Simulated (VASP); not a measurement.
# AgB (Fd-3m) in VASP: single point with PBE

Aim: the single point of AgB with PBE.

Everything below comes from runs of VASP 6.6.1. Logs are shortened: lines on timing, memory, paths and dates and some standing lists are left out, and cuts for length are marked.

### Step 1. The cell of the first run

It takes space group Fd-3m (No. 227, cubic). The conventional cell has a = 5.956 Å, b = 5.956 Å, c = 5.956 Å, α = 90.00°, β = 90.00°, γ = 90.00°. Ag (site symmetry -43m) has 4 Ag at 2.58 Å and 10 B at 2.58 to 2.98 Å within 3.4 Å. Within 3.4 Å of B (site symmetry -43m) lie 10 Ag at 2.58 to 2.98 Å and 4 B at 2.58 Å.

### Step 2. Single point, PBE

INCAR

```
SYSTEM = AgB
PREC     = Accurate       ! precision mode
ENCUT    = 520            ! plane-wave cutoff, eV
EDIFF    = 1E-7           ! SCF threshold, eV
ISMEAR   = 0              ! smearing method
SIGMA    = 0.1            ! smearing width, eV
LREAL    = .False.        ! projectors in reciprocal space
LASPH    = .True.         ! aspherical terms in the spheres
NELM     = 100            ! most SCF steps
ALGO     = Normal         ! electronic algorithm
ISIF     = 2              ! what is computed and relaxed
LWAVE    = .False.        ! write WAVECAR
LCHARG   = .False.        ! write CHGCAR
GGA      = PE             ! functional
NBANDS   = 22             ! bands
```

KPOINTS

```
regular mesh
0
Gamma
  14 14 14
  0 0 0
```

POSCAR

```
AgB
1.0
    0.0000000000      2.9780449563      2.9780449563
    2.9780449563      0.0000000000      2.9780449563
    2.9780449563      2.9780449563      0.0000000000
Ag B
2 2
Direct
    0.2500000000      0.2500000000      0.2500000000
    0.0000000000      0.0000000000      0.0000000000
    0.7500000000      0.7500000000      0.7500000000
    0.5000000000      0.5000000000      0.5000000000
```

Potentials or basis: VASP PAW PBE potentials, release 64 (Ag, B).

Launch:

```console
cat potpaw_PBE.64/Ag/POTCAR potpaw_PBE.64/B/POTCAR > POTCAR
mpirun -np 1 vasp_std > vasp.out
```

OUTCAR:

```text
SYSTEM = AgB
   PREC = Accurate
   ENCUT = 520
   EDIFF = 1E-7
   ISMEAR = 0
   LREAL = .False.
   LASPH = .True.
   NELM = 100
   ISIF = 2
   GGA = PE

 ion  position               nearest neighbor table
   1  0.250  0.250  0.250-   2 2.58   4 2.58   2 2.58   2 2.58   2 2.58   4 2.58   4 2.58   4 2.58

   2  0.000  0.000  0.000-   1 2.58   3 2.58   3 2.58   3 2.58   3 2.58   1 2.58   1 2.58   1 2.58

   3  0.750  0.750  0.750-   2 2.58   2 2.58   2 2.58   2 2.58
   4  0.500  0.500  0.500-   1 2.58   1 2.58   1 2.58   1 2.58

  LATTYP: Found a face centered cubic cell.
 ALAT       =     5.9560899126

  Lattice vectors:

 A1 = (   0.0000000000,   2.9780449563,   2.9780449563)
 A2 = (   2.9780449563,   0.0000000000,   2.9780449563)
 A3 = (   2.9780449563,   2.9780449563,   0.0000000000)

Analysis of symmetry for initial positions (statically):
=====================================================================
 Subroutine PRICEL returns:
 Original cell was already a primitive cell.

 Routine SETGRP: Setting up the symmetry group for a
 face centered cubic supercell.

 Subroutine GETGRP returns: Found 48 space group operations
 (whereof 24 operations were pure point group operations)
 out of a pool of 48 trial point group operations.

The static configuration has the point symmetry T_d .
 The point group associated with its full space group is O_h .

Analysis of symmetry for dynamics (positions and initial velocities):
=====================================================================
 Subroutine PRICEL returns:
 Original cell was already a primitive cell.

 Routine SETGRP: Setting up the symmetry group for a
 face centered cubic supercell.

 Subroutine GETGRP returns: Found 48 space group operations
 (whereof 24 operations were pure point group operations)
 out of a pool of 48 trial point group operations.

The dynamic configuration has the point symmetry T_d .
 The point group associated with its full space group is O_h .

 Subroutine INISYM returns: Found 48 space group operations
 (whereof 24 operations are pure point group operations),
 and found     1 'primitive' translations

----------------------------------------------------------------------------------------

                                     Primitive cell

  volume of cell :      52.8231

  direct lattice vectors                    reciprocal lattice vectors
     0.000000000  2.978044956  2.978044956    -0.167895383  0.167895383  0.167895383
     2.978044956  0.000000000  2.978044956     0.167895383 -0.167895383  0.167895383
     2.978044956  2.978044956  0.000000000     0.167895383  0.167895383 -0.167895383

  length of vectors
     4.211591567  4.211591567  4.211591567     0.290803335  0.290803335  0.290803335

  position of ions in fractional coordinates (direct lattice)
     0.250000000  0.250000000  0.250000000
     0.000000000  0.000000000  0.000000000
     0.750000000  0.750000000  0.750000000
     0.500000000  0.500000000  0.500000000

  ion indices of the primitive-cell ions
   primitive index   ion index
                 1           1
                 2           2
                 3           3
                 4           4

----------------------------------------------------------------------------------------

 KPOINTS: regular mesh

Automatic generation of k-mesh.
 Grid dimensions read from file:
 generate k-points for:   14   14   14

 Generating k-lattice:

  Cartesian coordinates                     Fractional coordinates (reciprocal lattice)
    -0.011992527  0.011992527  0.011992527     0.071428571  0.000000000  0.000000000
     0.011992527 -0.011992527  0.011992527     0.000000000  0.071428571  0.000000000
     0.011992527  0.011992527 -0.011992527     0.000000000  0.000000000  0.071428571

  Length of vectors
     0.020771667  0.020771667  0.020771667

  Shift w.r.t. Gamma in fractional coordinates (k-lattice)
     0.000000000  0.000000000  0.000000000

 Subroutine IBZKPT returns following result:
 ===========================================

 Found    104 irreducible k-points:

 Following reciprocal coordinates:
            Coordinates               Weight
  0.000000  0.000000  0.000000      1.000000
  0.071429  0.000000  0.000000      8.000000
  0.142857  0.000000  0.000000      8.000000
  0.214286  0.000000  0.000000      8.000000
  0.285714  0.000000  0.000000      8.000000
  0.357143  0.000000  0.000000      8.000000
[... 16 lines left out ...]
  0.214286  0.142857  0.000000     24.000000
  0.285714  0.142857  0.000000     24.000000
 [... further k-points ...]
   k-points           NKPTS =    104   k-points in BZ     NKDIM =    104   number of bands    NBANDS=     22
   number of dos      NEDOS =    301   number of ions     NIONS =      4
   total plane-waves  NPLWV =  32768
   dimension x,y,z NGX =    32 NGY =   32 NGZ =   32
   dimension x,y,z NGXF=    64 NGYF=   64 NGZF=   64
   ions per type =               2   2
   NGX,Y,Z   is equivalent  to a cutoff of  12.63, 12.63, 12.63 a.u.
   NGXF,Y,Z  is equivalent  to a cutoff of  25.26, 25.26, 25.26 a.u.
 SYSTEM =  AgB
   PREC   = accura    normal or accurate (medium, high low for compatibility)
   ISTART =      0    job   : 0-new  1-cont  2-samecut
   ICHARG =      2    charge: 1-file 2-atom 10-const
   ISPIN  =      1    spin polarized calculation?
   LNONCOLLINEAR =      F non collinear calculations
   LSORBIT =      F    spin-orbit coupling
   LASPH  =      T    aspherical Exc in radial PAW
   ENCUT  =  520.0 eV  38.22 Ry    6.18 a.u.   7.83  7.83  7.83*2*pi/ulx,y,z
   NELM   =    100;   NELMIN=  2; NELMDL= -5     # of ELM steps
   EDIFF  = 0.1E-06   stopping-criterion for ELM
   LREAL  =      F    real-space projection
   EDIFFG = 0.1E-05   stopping-criterion for IOM
   NSW    =      0    number of steps for IOM
   IBRION =     -1    ionic relax: 0-MD 1-quasi-New 2-CG
   NFREE  =      0    steps in history (QN), initial steepest desc. (CG)
   ISIF   =      2    stress and relaxation
   ISYM   =      2    0-nonsym 1-usesym 2-fastsym
   POTIM  = 0.5000    time-step for ionic-motion
   TEBEG  =    0.0;   TEEND  =   0.0 temperature during run
   PSTRESS=    0.0 pullay stress
   NELECT =      28.0000    total number of electrons
   NUPDOWN=      -1.0000    fix difference up-down
   EMIN   =  10.00;   EMAX   =-10.00  energy-range for DOS
   EFERMI =   0.00;   METHOD = LEGACY
   ISMEAR =     0;   SIGMA  =   0.10  broadening in eV -4-tet -1-fermi 0-gaus
   EFERMI_NEDOS =   21; number of points for ismear=-14 and -15
   IALGO  =     38    algorithm
   IMIX   =      4    mixing-type and parameters
     AMIX     =   0.40;   BMIX     =  1.00
     AMIX_MAG =   1.60;   BMIX_MAG =  1.00
  volume/ion in A,a.u.               =      13.21        89.12
  Fermi-wavevector in a.u.,A,eV,Ry     =   1.324910  2.503716 23.883470  1.755386
  Thomas-Fermi vector in A             =   2.454410
   LORBIT       =      0    0 simple, 1 ext, 2 COOP (PROOUT), +10 PAW based schemes
   GGA     = PE    functional components
   LHFCALC =     F    Hartree Fock is set to
   AEXX    =    0.0000 exact exchange contribution
   IVDW    =     0    specifies the selected vdW correction
   LEPSILON=     F    determine dielectric tensor
   LRPA    =     F    only Hartree local field effects (RPA)
 non-spin polarized calculation
 Gauss-broadening in eV      SIGMA  =   0.10
  energy-cutoff  :      520.00
  volume of cell :       52.82
 maximum number of plane-waves:      1436
   NGX = 15   NGY = 15   NGZ = 15

 number of electron      28.0000001 magnetization

 Free energy of the ion-electron system (eV)
  ---------------------------------------------------
  ext. energy  EPLUGINS =         0.00000000
  ---------------------------------------------------
  free energy    TOTEN  =       -12.43826644 eV

  energy without entropy =      -12.42921314  energy(sigma->0) =      -12.43373979

 E-fermi :   7.8065     XC(G=0): -11.8710

 val. band max:        7.8028766221   @ k =  -0.3571   0.0714   0.0000
 cond. band min:       7.8157363950   @ k =   0.5000   0.2143   0.0000
 fundamental gap:      0.0128597729
 Fermi energy:         7.8065087985

 k-point     1 :       0.0000    0.0000    0.0000
  band No.  band energies     occupation
      1      -3.2969      2.00000
      2       1.2785      2.00000
      3       1.2785      2.00000
      4       1.2785      2.00000
      5       1.4497      2.00000
      6       1.4497      2.00000
[... 14 lines left out ...]
     21      15.0805      0.00000
     22      15.0805      0.00000

 k-point     2 :       0.0714    0.0000    0.0000
  band No.  band energies     occupation
      1      -3.2358      2.00000
      2       1.1974      2.00000
      3       1.1974      2.00000
      4       1.2767      2.00000
      5       1.5483      2.00000
      6       1.5483      2.00000
[... 14 lines left out ...]
     21      14.9969      0.00000
     22      15.1664      0.00000

 k-point     3 :       0.1429    0.0000    0.0000
  band No.  band energies     occupation
      1      -3.0549      2.00000
      2       1.0973      2.00000
      3       1.0973      2.00000
      4       1.2793      2.00000
      5       1.6814      2.00000
      6       1.6814      2.00000
[... 14 lines left out ...]
     21      14.8409      0.00000
     22      15.3685      0.00000

 k-point     4 :       0.2143    0.0000    0.0000
  band No.  band energies     occupation
      1      -2.7621      2.00000
      2       1.0333      2.00000
      3       1.0333      2.00000
      4       1.2950      2.00000
      5       1.7402      2.00000
      6       1.7402      2.00000
[... 14 lines left out ...]
     21      14.7810      0.00000
     22      15.5720      0.00000

 k-point     5 :       0.2857    0.0000    0.0000
  band No.  band energies     occupation
      1      -2.3719      2.00000
      2       1.0128      2.00000
      3       1.0128      2.00000
      4       1.1221      2.00000
      5       1.4854      2.00000
      6       1.6911      2.00000
[... 14 lines left out ...]
     21      14.9165      0.00000
     22      15.6029      0.00000

 k-point     6 :       0.3571    0.0000    0.0000
  band No.  band energies     occupation
      1      -1.9086      2.00000
      2       0.5929      2.00000
      3       1.0343      2.00000
      4       1.0343      2.00000
      5       1.5773      2.00000
      6       1.5773      2.00000
[... 14 lines left out ...]
     21      15.2344      0.00000
     22      15.2636      0.00000

 k-point     7 :       0.4286    0.0000    0.0000
  band No.  band energies     occupation
      1      -1.4220      2.00000
      2       0.0526      2.00000
      3       1.0855      2.00000
      4       1.0855      2.00000
      5       1.4556      2.00000
      6       1.4556      2.00000
[... 324 lines left out ...]
      6       1.8116      2.00000
[... 14 lines left out ...]
     21      14.9750      0.00000
     22      16.1033      0.00000

 k-point    21 :      -0.0714    0.0714    0.0000
  band No.  band energies     occupation
      1      -3.1348      2.00000
      2       1.0622      2.00000
      3       1.1667      2.00000
      4       1.3253      2.00000
      5       1.5755      2.00000
      6       1.6864      2.00000
[... 14 lines left out ...]
     21      14.9528      0.00000
     22      15.6899      0.00000

 k-point    22 :       0.1429    0.1429    0.0000
  band No.  band energies     occupation
      1      -2.9753      2.00000
      2       0.7746      2.00000
      3       1.3647      2.00000
      4       1.3647      2.00000
      5       1.5698      2.00000
      6       1.8347      2.00000
[... 14 lines left out ...]
     21      16.1957      0.00000
     22      16.1957      0.00000

 k-point    23 :       0.2143    0.1429    0.0000
  band No.  band energies     occupation
      1      -2.7615      2.00000
      2       0.6357      2.00000
      3       1.3616      2.00000
      4       1.3957      2.00000
      5       1.6406      2.00000
      6       1.9249      2.00000
[... 14 lines left out ...]
     21      16.4924      0.00000
     22      16.5257      0.00000

 k-point    24 :       0.2857    0.1429    0.0000
  band No.  band energies     occupation
      1      -2.4447      2.00000
      2       0.5257      2.00000
      3       1.3549      2.00000
      4       1.4312      2.00000
      5       1.6225      2.00000
      6       1.6552      2.00000
[... 14 lines left out ...]
     21      16.5378      0.00000
     22      16.5474      0.00000

 [... further k-points ...]
[... 5 lines left out ...]
  --------------------------------------------------------------------------------------
  -------------------------------------------------------------------------------------
  Total       -0.0807594     -0.0807594     -0.0807594      0.0000000      0.0000000     -0.0000000
  in kB       -2.4495127     -2.4495127     -2.4495127      0.0000000      0.0000000     -0.0000000
  external PRESSURE =      -2.4495127 kB  Pullay stress =       0.0000000 kB

 VOLUME and BASIS-vectors are now :
 -----------------------------------------------------------------------------
  energy-cutoff  :      520.00
  volume of cell :       52.82
      direct lattice vectors                 reciprocal lattice vectors
     0.000000000  2.978044956  2.978044956    -0.167895383  0.167895383  0.167895383
     2.978044956  0.000000000  2.978044956     0.167895383 -0.167895383  0.167895383
     2.978044956  2.978044956  0.000000000     0.167895383  0.167895383 -0.167895383

 POSITION                                       TOTAL-FORCE (eV/Angst)
 -----------------------------------------------------------------------------------
      1.48902      1.48902      1.48902        -0.000000     -0.000000     -0.000000
      0.00000      0.00000      0.00000         0.000000      0.000000      0.000000
      4.46707      4.46707      4.46707         0.000000      0.000000      0.000000
      2.97804      2.97804      2.97804        -0.000000     -0.000000     -0.000000
 -----------------------------------------------------------------------------------
    total drift:                               -0.000000      0.000000      0.000000

  FREE ENERGIE OF THE ION-ELECTRON SYSTEM (eV)
  ---------------------------------------------------
  free  energy   TOTEN  =       -12.4382664372 eV

  energy  without entropy=      -12.4292131399  energy(sigma->0) =      -12.43373979
```

It took 76 s on 1 thread of Intel Xeon Platinum 8375C at 2.90GHz (Ice Lake), shared host; peak memory 0.24 GiB.

Results:

| Quantity | Value |
| --- | --- |
| Free energy | -12.4383 eV |
| Pressure | -0.2 GPa |
| Band gap on the k mesh | zero (band 14 reaches 8.10 eV, above the bottom of band 15 at 7.51 eV) |
